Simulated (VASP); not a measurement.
Set up this calculation in VASP 6.6.1, as the native input.

* Task: single point
* Functional: PBEsol
* Potentials or basis: VASP PAW PBE potentials, release 64 (Al, Co)
* Cutoff: 520 eV
* k mesh: 16 × 16 × 16
* Occupations: gaussian, width 0.15 eV
* Spin: no spin polarisation
* Dipole correction: no
* Further INCAR settings: ALGO = Normal; EDIFF = 1e-06; NBANDS = 13

The structure of AlCo lies in POSCAR:

```
AlCo
1.0
    2.8616942581      0.0000000000      0.0000000000
    0.0000000000      2.8616942581      0.0000000000
    0.0000000000      0.0000000000      2.8616942581
Al Co
1 1
Direct
    0.0000000000      0.0000000000      0.0000000000
    0.5000000000      0.5000000000      0.5000000000
```

This cell differs from its parent crystal: strain +0.015 along x and y, +0.015 along z.

One way to write it, as run:

INCAR

```
ALGO = Normal ; EDIFF = 1E-6
ENCUT = 520 ; GGA = PS
ISIF = 2 ; ISMEAR = 0
LASPH = True ; LCHARG = True
LELF = True ; LREAL = False
LVHAR = True ; LWAVE = False
NBANDS = 13 ; NELM = 100
PREC = Accurate ; SIGMA = 0.15
```

KPOINTS

```
k-points
0
Gamma
  16 16 16
```

Potentials or basis: VASP PAW PBE potentials, release 64 (Al, Co).

Run with:

```bash
$ cat potpaw_PBE.64/Al/POTCAR potpaw_PBE.64/Co/POTCAR > POTCAR
$ mpirun -np 1 vasp_std > vasp.out
```

Results of the run:

- Pressure: -7.2 GPa
- Band gap on the k mesh: zero (bands 6 and 7 overlap by 2.62 eV)

Caveat: the cell differs from its parent crystal (strain +0.015 along x and y, +0.015 along z); the cell stands under tension; the PAW data sets were made with another functional, which shifts forces and pressure a little; the run has no spin polarisation, though such a crystal can be magnetic.

It took 37 s on 1 thread of Intel Xeon 8259CL, with other jobs on the host, peak memory 0.18 GiB.
